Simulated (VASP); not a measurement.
Wanted: the native input for a VASP 6.6.1 run.

```
Task                   : single point
Functional             : PBE
Potentials or basis    : VASP PAW PBE potentials, release 64 (B)
Cutoff                 : 520 eV
k mesh                 : 18 × 18 × 6
Occupations            : gaussian, width 0.1 eV
Spin                   : no spin polarisation
Dipole correction      : no
Further INCAR settings : ALGO = Normal; EDIFF = 1e-06; NBANDS = 18
```

The structure of B lies in POSCAR:

```
B
1.0
    1.0524612149     -2.7764675374      0.0000000000
    1.0524612149      2.7764675374      0.0000000000
    0.0000000000      0.0000000000      6.9727694987
B
6
Direct
    0.0000000000      0.5000000000      0.3548578798
    0.5000000000      0.0000000000      0.6451421202
    0.5000000000      0.0000000000      0.1451421202
    0.0000000000      0.5000000000      0.8548578798
    0.0000000000      0.0000000000      0.5000000000
    0.5000000000      0.5000000000      0.0000000000
```

The cell was generated, and may not be a known phase.

These files were run (other wordings do the same):

INCAR

```
SYSTEM = B
PREC     = Accurate       ! precision mode
ENCUT    = 520            ! plane-wave cutoff, eV
EDIFF    = 1E-6           ! SCF threshold, eV
ISMEAR   = 0              ! smearing method
SIGMA    = 0.1            ! smearing width, eV
LREAL    = .False.        ! projectors in reciprocal space
LASPH    = .True.         ! aspherical terms in the spheres
NELM     = 80             ! most SCF steps
ALGO     = Normal         ! electronic algorithm
ISIF     = 2              ! what is computed and relaxed
LWAVE    = .False.        ! write WAVECAR
LCHARG   = .False.        ! write CHGCAR
GGA      = PE             ! functional
NBANDS   = 18             ! bands
```

KPOINTS

```
regular mesh
0
Gamma
  18 18 6
  0 0 0
```

Potentials or basis: VASP PAW PBE potentials, release 64 (B).

The run is started by

```bash
$ cat potpaw_PBE.64/B/POTCAR > POTCAR
$ mpirun -np 1 vasp_std > vasp.out
```

Results of the run:

| Item | Value |
| --- | --- |
| Pressure | 0.0 GPa |
| Largest force | 0.003 eV/Å |
| Band gap on the k mesh | zero (bands 9 and 10 overlap by 5.93 eV) |

It took 2.3 min on 1 thread of AMD EPYC 9R45 96-Core Processor (Zen 5), on a shared host, peak memory 0.28 GiB.
